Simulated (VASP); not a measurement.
# TiSi (Cmmm) in VASP: a series of runs

TiSi is run at these levels: PBEsol; tasks: single point.

Everything below comes from runs of VASP 6.6.1. Logs are shortened: lines on timing, memory, paths and dates and some standing lists are left out, and cuts for length are marked.

**1. The cell of the first run**

It takes space group Cmmm (No. 65, orthorhombic). Conventional cell: a = 3.687 Å, b = 4.299 Å, c = 3.747 Å, α = 90.00°, β = 90.00°, γ = 90.00°. Within 3.5 Å of Ti (site symmetry mmm) lie 8 Si at 2.63 to 2.85 Å and 4 Ti at 2.83 Å. Si (site symmetry mmm) has 8 Ti at 2.63 to 2.85 Å and 4 Si at 2.83 Å within 3.5 Å.

**2. Single point, PBEsol (strain +0.015 along x and y, -0.015 along z)**

Contents of INCAR:

```
PREC     = Accurate       # precision mode
ENCUT    = 520            # plane-wave cutoff, eV
EDIFF    = 1E-6           # SCF threshold, eV
ISMEAR   = 0              # smearing method
SIGMA    = 0.15           # smearing width, eV
LREAL    = False          # projectors in reciprocal space
LASPH    = True           # aspherical terms in the spheres
NELM     = 60             # most SCF steps
ALGO     = Normal         # electronic algorithm
ISIF     = 2              # what is computed and relaxed
LWAVE    = False          # write WAVECAR
LCHARG   = False          # write CHGCAR
GGA      = PS             # functional
NBANDS   = 15             # bands
```

Contents of KPOINTS:

```
Automatic mesh
0
Gamma
  18 18 12
```

Contents of POSCAR:

```
TiSi
1.0
    1.8434206700     -2.1493883600      0.0000000000
    1.8434206700      2.1493883600      0.0000000000
    0.0000000000      0.0000000000      3.7468749900
Ti Si
1 1
Direct
    0.5000000000      0.5000000000      0.0000000000
    0.0000000000      0.0000000000      0.5000000000
```

Potentials or basis: VASP PAW PBE potentials, release 64 (Ti_sv, Si).

The run is started by

```bash
cat potpaw_PBE.64/Ti_sv/POTCAR potpaw_PBE.64/Si/POTCAR > POTCAR
mpirun -np 1 vasp_std > vasp.out
```

OUTCAR:

```text
PREC = Accurate
   ENCUT = 520
   EDIFF = 1E-6
   ISMEAR = 0
   LREAL = False
   LASPH = True
   NELM = 60
   ISIF = 2
   GGA = PS

 ion  position               nearest neighbor table
   1  0.500  0.500  0.000-   2 2.63   2 2.63   2 2.63   2 2.63   2 2.85   2 2.85   2 2.85   2 2.85

   2  0.000  0.000  0.500-   1 2.63   1 2.63   1 2.63   1 2.63   1 2.85   1 2.85   1 2.85   1 2.85

  LATTYP: Found a base centered orthorhombic cell.
 ALAT       =     3.6868413400
 B/A-ratio  =     1.1659782246
 C/A-ratio  =     1.0162832204

  Lattice vectors:

 A1 = (   1.8434206700,  -2.1493883600,   0.0000000000)
 A2 = (   1.8434206700,   2.1493883600,   0.0000000000)
 A3 = (   0.0000000000,   0.0000000000,   3.7468749900)

Analysis of symmetry for initial positions (statically):
=====================================================================
 Subroutine PRICEL returns:
 Original cell was already a primitive cell.

 Routine SETGRP: Setting up the symmetry group for a
 base centered orthorhombic supercell.

 Subroutine GETGRP returns: Found  8 space group operations
 (whereof  8 operations were pure point group operations)
 out of a pool of  8 trial point group operations.

The static configuration has the point symmetry D_2h.

Analysis of symmetry for dynamics (positions and initial velocities):
=====================================================================
 Subroutine PRICEL returns:
 Original cell was already a primitive cell.

 Routine SETGRP: Setting up the symmetry group for a
 base centered orthorhombic supercell.

 Subroutine GETGRP returns: Found  8 space group operations
 (whereof  8 operations were pure point group operations)
 out of a pool of  8 trial point group operations.

The dynamic configuration has the point symmetry D_2h.

 Subroutine INISYM returns: Found  8 space group operations
 (whereof  8 operations are pure point group operations),
 and found     1 'primitive' translations

----------------------------------------------------------------------------------------

                                     Primitive cell

  volume of cell :      29.6919

  direct lattice vectors                    reciprocal lattice vectors
     1.843420670 -2.149388360  0.000000000     0.271234889 -0.232624317  0.000000000
     1.843420670  2.149388360  0.000000000     0.271234889  0.232624317  0.000000000
     0.000000000  0.000000000  3.746874990     0.000000000  0.000000000  0.266889075

  length of vectors
     2.831619694  2.831619694  3.746874990     0.357326794  0.357326794  0.266889075

  position of ions in fractional coordinates (direct lattice)
     0.500000000  0.500000000  0.000000000
     0.000000000  0.000000000  0.500000000

  ion indices of the primitive-cell ions
   primitive index   ion index
                 1           1
                 2           2

----------------------------------------------------------------------------------------

 KPOINTS: Automatic mesh

Automatic generation of k-mesh.
 Grid dimensions read from file:
 generate k-points for:   18   18   12

 Generating k-lattice:

  Cartesian coordinates                     Fractional coordinates (reciprocal lattice)
     0.015068605 -0.012923573  0.000000000     0.055555556 -0.000000000  0.000000000
     0.015068605  0.012923573  0.000000000    -0.000000000  0.055555556  0.000000000
     0.000000000  0.000000000  0.022240756     0.000000000  0.000000000  0.083333333

  Length of vectors
     0.019851489  0.019851489  0.022240756

  Shift w.r.t. Gamma in fractional coordinates (k-lattice)
     0.000000000  0.000000000  0.000000000

 Subroutine IBZKPT returns following result:
 ===========================================

 Found    637 irreducible k-points:

 Following reciprocal coordinates:
            Coordinates               Weight
  0.000000  0.000000  0.000000      1.000000
  0.055556  0.000000  0.000000      4.000000
  0.111111  0.000000  0.000000      4.000000
  0.166667 -0.000000  0.000000      4.000000
  0.222222 -0.000000  0.000000      4.000000
  0.277778  0.000000  0.000000      4.000000
[... 16 lines left out ...]
 -0.277778  0.055556  0.000000      4.000000
 -0.222222  0.055556  0.000000      4.000000
 [... further k-points ...]
   k-points           NKPTS =    637   k-points in BZ     NKDIM =    637   number of bands    NBANDS=     15
   number of dos      NEDOS =    301   number of ions     NIONS =      2
   total plane-waves  NPLWV =  16128
   dimension x,y,z NGX =    24 NGY =   24 NGZ =   28
   dimension x,y,z NGXF=    48 NGYF=   48 NGZF=   56
   ions per type =               1   1
   NGX,Y,Z   is equivalent  to a cutoff of  14.09, 14.09, 12.42 a.u.
   NGXF,Y,Z  is equivalent  to a cutoff of  28.18, 28.18, 24.85 a.u.
 SYSTEM =  unknown system
   PREC   = accura    normal or accurate (medium, high low for compatibility)
   ISTART =      0    job   : 0-new  1-cont  2-samecut
   ICHARG =      2    charge: 1-file 2-atom 10-const
   ISPIN  =      1    spin polarized calculation?
   LNONCOLLINEAR =      F non collinear calculations
   LSORBIT =      F    spin-orbit coupling
   LASPH  =      T    aspherical Exc in radial PAW
   ENCUT  =  520.0 eV  38.22 Ry    6.18 a.u.   5.26  5.26  6.97*2*pi/ulx,y,z
   NELM   =     60;   NELMIN=  2; NELMDL= -5     # of ELM steps
   EDIFF  = 0.1E-05   stopping-criterion for ELM
   LREAL  =      F    real-space projection
   EDIFFG = 0.1E-04   stopping-criterion for IOM
   NSW    =      0    number of steps for IOM
   IBRION =     -1    ionic relax: 0-MD 1-quasi-New 2-CG
   NFREE  =      0    steps in history (QN), initial steepest desc. (CG)
   ISIF   =      2    stress and relaxation
   ISYM   =      2    0-nonsym 1-usesym 2-fastsym
   POTIM  = 0.5000    time-step for ionic-motion
   TEBEG  =    0.0;   TEEND  =   0.0 temperature during run
   PSTRESS=    0.0 pullay stress
   NELECT =      16.0000    total number of electrons
   NUPDOWN=      -1.0000    fix difference up-down
   EMIN   =  10.00;   EMAX   =-10.00  energy-range for DOS
   EFERMI =   0.00;   METHOD = LEGACY
   ISMEAR =     0;   SIGMA  =   0.15  broadening in eV -4-tet -1-fermi 0-gaus
   EFERMI_NEDOS =   21; number of points for ismear=-14 and -15
   IALGO  =     38    algorithm
   IMIX   =      4    mixing-type and parameters
     AMIX     =   0.40;   BMIX     =  1.00
     AMIX_MAG =   1.60;   BMIX_MAG =  1.00
  volume/ion in A,a.u.               =      14.85       100.19
  Fermi-wavevector in a.u.,A,eV,Ry     =   1.332198  2.517488 24.146945  1.774750
  Thomas-Fermi vector in A             =   2.461151
   LORBIT       =      0    0 simple, 1 ext, 2 COOP (PROOUT), +10 PAW based schemes
   GGA     = PS    functional components
   LHFCALC =     F    Hartree Fock is set to
   AEXX    =    0.0000 exact exchange contribution
   IVDW    =     0    specifies the selected vdW correction
   LEPSILON=     F    determine dielectric tensor
   LRPA    =     F    only Hartree local field effects (RPA)
 non-spin polarized calculation
 Gauss-broadening in eV      SIGMA  =   0.15
  energy-cutoff  :      520.00
  volume of cell :       29.69
 maximum number of plane-waves:       814
 NGX is ok and might be reduce to    24
   NGX = 11   NGY = 11   NGZ = 13

 number of electron      15.9999995 magnetization

 Free energy of the ion-electron system (eV)
  ---------------------------------------------------
  ext. energy  EPLUGINS =         0.00000000
  ---------------------------------------------------
  free energy    TOTEN  =       -15.29938412 eV

  energy without entropy =      -15.28555330  energy(sigma->0) =      -15.29246871

 E-fermi :   9.8138     XC(G=0): -11.7677

 val. band max:        9.8060808400   @ k =   0.3889   0.2222   0.3333
 cond. band min:       9.8176865163   @ k =   0.2222   0.2222   0.3333
 fundamental gap:      0.0116056764
 Fermi energy:         9.8137694632

 k-point     1 :       0.0000    0.0000    0.0000
  band No.  band energies     occupation
      1     -46.6760      2.00000
      2     -23.1719      2.00000
      3     -22.8043      2.00000
      4     -22.7049      2.00000
      5      -1.7237      2.00000
      6       7.5411      2.00000
      7       8.5101      2.00000
      8       8.7172      2.00000
      9      11.4024      0.00000
     10      12.0663      0.00000
     11      12.5584      0.00000
     12      14.6596      0.00000
     13      15.4259      0.00000
     14      16.3692      0.00000
     15      18.3027      0.00000

 k-point     2 :       0.0556    0.0000    0.0000
  band No.  band energies     occupation
      1     -46.6742      2.00000
      2     -23.1700      2.00000
      3     -22.8114      2.00000
      4     -22.7121      2.00000
      5      -1.6633      2.00000
      6       7.5864      2.00000
      7       8.4541      2.00000
      8       8.7134      2.00000
      9      11.4710      0.00000
     10      12.0822      0.00000
     11      12.4777      0.00000
     12      14.3504      0.00000
     13      15.3210      0.00000
     14      16.3922      0.00000
     15      18.6728      0.00000

 k-point     3 :       0.1111    0.0000    0.0000
  band No.  band energies     occupation
      1     -46.6690      2.00000
      2     -23.1646      2.00000
      3     -22.8389      2.00000
      4     -22.7255      2.00000
      5      -1.4833      2.00000
      6       7.7099      2.00000
      7       8.3036      2.00000
      8       8.6732      2.00000
      9      11.6421      0.00000
     10      12.1499      0.00000
     11      12.2763      0.00000
     12      13.5042      0.00000
     13      15.4427      0.00000
     14      16.3999      0.00000
     15      19.2723      0.00000
[... 343 lines left out ...]
 k-point    23 :      -0.2778    0.0556    0.0000
  band No.  band energies     occupation
      1     -46.6395      2.00000
      2     -23.1344      2.00000
      3     -23.0452      2.00000
      4     -22.7432      2.00000
      5      -0.2958      2.00000
      6       7.1521      2.00000
      7       7.7467      2.00000
      8       8.6616      2.00000
      9      11.2971      0.00000
     10      11.7311      0.00000
     11      12.2978      0.00000
     12      13.2621      0.00000
     13      16.1131      0.00000
     14      16.8576      0.00000
     15      20.0091      0.00000

 k-point    24 :      -0.2222    0.0556    0.0000
  band No.  band energies     occupation
      1     -46.6499      2.00000
      2     -23.1451      2.00000
      3     -22.9628      2.00000
      4     -22.7467      2.00000
      5      -0.7932      2.00000
      6       7.8125      2.00000
      7       7.9724      2.00000
      8       8.5248      2.00000
      9      11.5056      0.00000
     10      11.5934      0.00000
     11      12.3208      0.00000
     12      12.8756      0.00000
     13      16.2420      0.00000
     14      16.3598      0.00000
     15      19.9747      0.00000

 [... further k-points ...]

------------------------ aborting loop because EDIFF is reached ----------------------------------------

  FORCE on cell =-STRESS in cart. coord.  units (eV):
  Direction    XX          YY          ZZ          XY          YZ          ZX
  --------------------------------------------------------------------------------------
  -------------------------------------------------------------------------------------
  Total       -1.2802634     -1.1705216     -0.6036801      0.0000000      0.0000000      0.0000000
  in kB      -69.0830291    -63.1613583    -32.5745832      0.0000000      0.0000000      0.0000000
  external PRESSURE =     -54.9396569 kB  Pullay stress =       0.0000000 kB

 VOLUME and BASIS-vectors are now :
 -----------------------------------------------------------------------------
  energy-cutoff  :      520.00
  volume of cell :       29.69
      direct lattice vectors                 reciprocal lattice vectors
     1.843420670 -2.149388360  0.000000000     0.271234889 -0.232624317  0.000000000
     1.843420670  2.149388360  0.000000000     0.271234889  0.232624317  0.000000000
     0.000000000  0.000000000  3.746874990     0.000000000  0.000000000  0.266889075

 POSITION                                       TOTAL-FORCE (eV/Angst)
 -----------------------------------------------------------------------------------
      1.84342      0.00000      0.00000        -0.000000      0.000000      0.000000
      0.00000      0.00000      1.87344         0.000000     -0.000000      0.000000
 -----------------------------------------------------------------------------------
    total drift:                               -0.000000     -0.000000     -0.000000

  FREE ENERGIE OF THE ION-ELECTRON SYSTEM (eV)
  ---------------------------------------------------
  free  energy   TOTEN  =       -15.2993841194 eV

  energy  without entropy=      -15.2855533041  energy(sigma->0) =      -15.29246871
```

It took 2.6 min on 1 thread of Intel Xeon Platinum 8124M at 3.00GHz (Skylake/Cascade Lake), shared host; peak memory 0.38 GiB.

What came out:

```
Free energy            : -15.2994 eV
Pressure               : -5.5 GPa
Band gap on the k mesh : zero (bands 8 and 9 overlap by 1.44 eV)
```

Caveat: the cell differs from its parent crystal (strain +0.015 along x and y, -0.015 along z); the cell stands under tension; the PAW data sets were made with another functional, which shifts forces and pressure a little.

**3. Single point, PBEsol (strain +0.000 along x and y, +0.030 along z)**

Contents of INCAR:

```
SYSTEM = TiSi
PREC = Accurate ; ENCUT = 520
EDIFF = 1E-6 ; ISMEAR = 0
SIGMA = 0.15 ; LREAL = .FALSE.
LASPH = .TRUE. ; NELM = 80
ALGO = Normal ; ISIF = 2
LWAVE = .FALSE. ; LCHARG = .FALSE.
GGA = PS ; NBANDS = 15
```

Contents of KPOINTS:

```
Automatic mesh
0
G
  18 18 12
  0 0 0
```

Contents of POSCAR:

```
TiSi
1.0
    1.8161780000     -2.1176240000      0.0000000000
    1.8161780000      2.1176240000      0.0000000000
    0.0000000000      0.0000000000      3.9180520200
Ti Si
1 1
Direct
    0.5000000000      0.5000000000      0.0000000000
    0.0000000000      0.0000000000      0.5000000000
```

Potentials or basis: VASP PAW PBE potentials, release 64 (Ti_sv, Si).

The run is started by

```bash
cat potpaw_PBE.64/Ti_sv/POTCAR potpaw_PBE.64/Si/POTCAR > POTCAR
mpirun -np 1 vasp_std > vasp.out
```

Run time: 2.5 min. Hardware: 1 thread of Intel Xeon Platinum 8124M at 3.00GHz (Skylake/Cascade Lake), shared host; peak memory 0.39 GiB.

It converged, with:

- Free energy: -15.2799 eV
- Pressure: -8.3 GPa
- Band gap on the k mesh: zero (bands 8 and 9 overlap by 1.53 eV)

Stress tensor (GPa, compression positive):
```
 -7.17   0.00   0.00
  0.00  -7.12   0.00
  0.00   0.00 -10.71
```

Levels at points of the mesh, in eV from the Fermi level:
| k point | band 5 | band 6 | band 7 | band 8 | band 9 | band 10 | band 11 | band 12 |
| --- | --- | --- | --- | --- | --- | --- | --- | --- |
| (0.00, 0.00, 0.00) | -11.60 | -2.43 | -1.97 | -1.06 | 1.67 | 2.29 | 2.89 | 5.27 |
| (0.50, 0.00, 0.00) | -7.52 | -6.21 | -2.90 | -0.82 | 1.69 | 2.29 | 4.12 | 4.53 |
| (0.50, 0.50, 0.00) | -5.58 | -3.65 | -1.42 | -1.19 | -0.90 | -0.31 | 2.53 | 2.98 |
| (0.00, 0.00, 0.50) | -10.39 | -6.43 | -0.82 | 0.32 | 0.76 | 1.74 | 2.95 | 7.06 |
| (0.50, 0.00, 0.50) | -7.80 | -4.81 | -2.54 | -1.70 | 1.18 | 1.82 | 1.89 | 2.94 |
| (0.50, 0.50, 0.50) | -4.69 | -3.65 | -3.17 | -3.13 | 1.96 | 2.57 | 2.62 | 3.70 |

Caveat: the cell differs from its parent crystal (strain +0.000 along x and y, +0.030 along z); the cell stands under tension; the PAW data sets were made with another functional, which shifts forces and pressure a little.

**4. Single point, PBEsol (strain +0.030 along x and y, -0.030 along z)**

Contents of INCAR:

```
PREC = Accurate
ENCUT = 520
EDIFF = 1E-6
ISMEAR = 0
SIGMA = 0.15
LREAL = F
LASPH = T
NELM = 80
ALGO = Normal
ISIF = 2
LWAVE = F
LCHARG = T
GGA = PS
LELF = T
LVHAR = T
NBANDS = 15
```

Contents of KPOINTS:

```
Automatic mesh
0
Gamma
  18 18 12
```

Contents of POSCAR:

```
TiSi
1.0
    1.8706633400     -2.1811527200      0.0000000000
    1.8706633400      2.1811527200      0.0000000000
    0.0000000000      0.0000000000      3.6898159800
Ti Si
1 1
Direct
    0.5000000000      0.5000000000      0.0000000000
    0.0000000000      0.0000000000      0.5000000000
```

The run is started by

```bash
cat potpaw_PBE.64/Ti_sv/POTCAR potpaw_PBE.64/Si/POTCAR > POTCAR
mpirun -np 1 vasp_std > vasp.out
```

Wall time 2.1 min (1 thread of Intel Xeon Platinum 8124M at 3.00GHz (Skylake/Cascade Lake), shared host); peak memory 0.38 GiB.

Results (log left out):

```yaml
Free_energy: -15.2668 eV
Pressure: -6.5 GPa
Band_gap_on_the_k_mesh: zero (bands 8 and 9 overlap by 1.25 eV)
```

Stress tensor (GPa, compression positive):
```
-9.34  0.00  0.00
 0.00 -7.53  0.00
 0.00  0.00 -2.75
```

Levels at points of the mesh, in eV from the Fermi level:
| k point | band 4 | band 5 | band 6 | band 7 | band 8 | band 9 | band 10 | band 11 | band 12 | band 13 |
| --- | --- | --- | --- | --- | --- | --- | --- | --- | --- | --- |
| (0.00, 0.00, 0.00) | -32.58 | -11.38 | -2.13 | -1.08 | -0.95 | 1.53 | 2.19 | 2.60 | 4.53 | 5.27 |
| (0.50, 0.00, 0.00) | -32.59 | -7.63 | -6.12 | -2.41 | -0.77 | 1.38 | 2.17 | 4.02 | 5.08 | 5.84 |
| (0.50, 0.50, 0.00) | -32.89 | -6.02 | -3.69 | -1.62 | -1.26 | -0.56 | -0.18 | 2.95 | 3.35 | 3.82 |
| (0.00, 0.00, 0.50) | -32.58 | -9.85 | -6.29 | -0.70 | 0.25 | 1.05 | 1.40 | 2.71 | 6.81 | 7.53 |
| (0.50, 0.00, 0.50) | -32.59 | -7.73 | -4.42 | -2.68 | -1.65 | 1.53 | 1.56 | 1.80 | 3.50 | 5.41 |
| (0.50, 0.50, 0.50) | -32.92 | -4.68 | -3.77 | -3.41 | -3.33 | 2.26 | 2.41 | 2.76 | 3.83 | 4.38 |

Caveat: the cell differs from its parent crystal (strain +0.030 along x and y, -0.030 along z); the cell stands under tension; the PAW data sets were made with another functional, which shifts forces and pressure a little.

**5. The runs side by side**

| cell | gap on the mesh (eV) | pressure (GPa) |
| --- | --- | --- |
| a = 2.832, b = 2.832, c = 3.747 Å, angles 90.0, 90.0, 98.8°, 2 atoms | none | -5.5 |
| a = 2.790, b = 2.790, c = 3.918 Å, angles 90.0, 90.0, 98.8°, 2 atoms | none | -8.3 |
| a = 2.873, b = 2.873, c = 3.690 Å, angles 90.0, 90.0, 98.8°, 2 atoms | none | -6.5 |

Alike in all rows: task single point; level PBEsol; potentials or basis VASP PAW PBE potentials, release 64 (Ti_sv, Si); no spin polarisation; k mesh 18 × 18 × 12; cutoff (eV) 520; smearing gaussian 0.15 eV.

Caveats: the cell stands under tension; the PAW data sets were made with another functional, which shifts forces and pressure a little.

Total energies depend on the potentials used, so only differences within one code and one set of settings carry meaning.
